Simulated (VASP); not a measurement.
Here is a VASP 6.6.1 calculation.

File INCAR:

```
SYSTEM = Y
  PREC = Accurate
  ENCUT = 520
  EDIFF = 1E-6
  ISMEAR = 1
  SIGMA = 0.1024
  LREAL = .False.
  LASPH = .True.
  NELM = 100
  ALGO = Normal
  ISIF = 2
  LWAVE = .False.
  LCHARG = .True.
  GGA = PS
  LELF = .True.
  LVHAR = .True.
  NBANDS = 18
```

The input KPOINTS:

```
Automatic mesh
0
Gamma
  11 11 6
  0 0 0
```

The input POSCAR:

```
Y
1.0
    3.6731607000      0.0000000000      0.0000000000
   -1.8365803500      3.1810528300      0.0000000000
    0.0000000000      0.0000000000      5.8306700700
Y
2
Direct
    0.3333000000      0.6667000000      0.2500000000
    0.6666000000      0.3333000000      0.7500000000
```

Potentials or basis: VASP PAW PBE potentials, release 64 (Y_sv).

Run with:

```console
$ cat potpaw_PBE.64/Y_sv/POTCAR > POTCAR
$ mpirun -np 1 vasp_std > vasp.out
```

Estimate the pressure.

-3.3 GPa.

Estimate the band gap on the k mesh.

zero (band 11 reaches 3.60 eV, above the bottom of band 12 at 2.24 eV).

Stress tensor (GPa, compression positive):
```
-2.86  0.00  0.00
 0.00 -2.86  0.00
 0.00  0.00 -4.23
```

Caveat: the PAW data sets were made with another functional, which shifts forces and pressure a little.
